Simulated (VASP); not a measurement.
Hf4F3:

```
Hf F
1.0
     4.73412    0.00000    0.00000
     0.00000    4.73412    0.00000
     0.00000    0.00000    4.89988
Hf F
4 3
Direct
  0.25549 0.25549 0.25972
  0.74451 0.74451 0.25972
  0.74451 0.25549 0.74028
  0.25549 0.74451 0.74028
  0.00000 0.00000 0.00000
  0.00000 0.00000 0.50000
  0.50000 0.50000 0.00000
```

The cell was generated, and may not be a known phase.

| Property | Result |
| --- | --- |
| Program | VASP 6.6.1 |
| Task | relaxation of cell and atoms |
| Functional | PBE |
| Potentials or basis | VASP PAW PBE potentials, release 64 (Hf_pv, F) |
| Cutoff | 600 eV |
| k mesh | 4 × 4 × 3 |
| Occupations | gaussian, width 0.2 eV |
| Spin | no spin polarisation |

At the start: pressure 13.9 GPa; volume 15.69 Å³/atom.

Question: How do energy, volume and symmetry change on relaxing?

Answer: Over 10 steps the energy falls by 194.9 meV/atom and the volume is 17.25 Å³/atom (+10.0 %); space group P-42m (No. 111, to 0.1 Å) before and after.

Step by step:
```
step  energy change (eV)  largest force (eV/Å)  pressure (GPa)  volume (Å³)
   1              0.0000                2.5843           13.94       109.82
   2             -0.5678                1.1751          -10.41       132.94
   3             -0.8821                1.2027           -3.59       123.14
   4             -1.1957                0.7770           -0.82       120.31
   5             -1.2663                0.4100            2.25       118.00
   6             -1.2690                0.4494            1.67       118.39
   7             -1.3174                0.1695           -0.37       120.77
   8             -1.3174                0.1756           -0.39       120.80
   9             -1.3472                0.1084           -0.22       120.81
  10             -1.3643                0.0396            0.17       120.76
```

Final structure:
```
Hf F
1.0
     4.85762    0.00000    0.00000
     0.00000    4.85762    0.00000
     0.00000    0.00000    5.11771
Hf F
4 3
Direct
  0.27452 0.27452 0.30104
  0.72548 0.72548 0.30104
  0.72548 0.27452 0.69896
  0.27452 0.72548 0.69896
  0.00000 0.00000 0.00000
  0.00000 0.00000 0.50000
  0.50000 0.50000 0.00000
```

Caveat: the k points lie up to 0.41 Å⁻¹ apart in the final cell, too coarse for converged energies and pressures of a metal; an odd number of electrons without spin polarisation forces a metal; a magnetic or distorted state may lie lower; the relaxation stopped at a loose force limit of 0.08 eV/Å, so its end isn't a converged minimum.
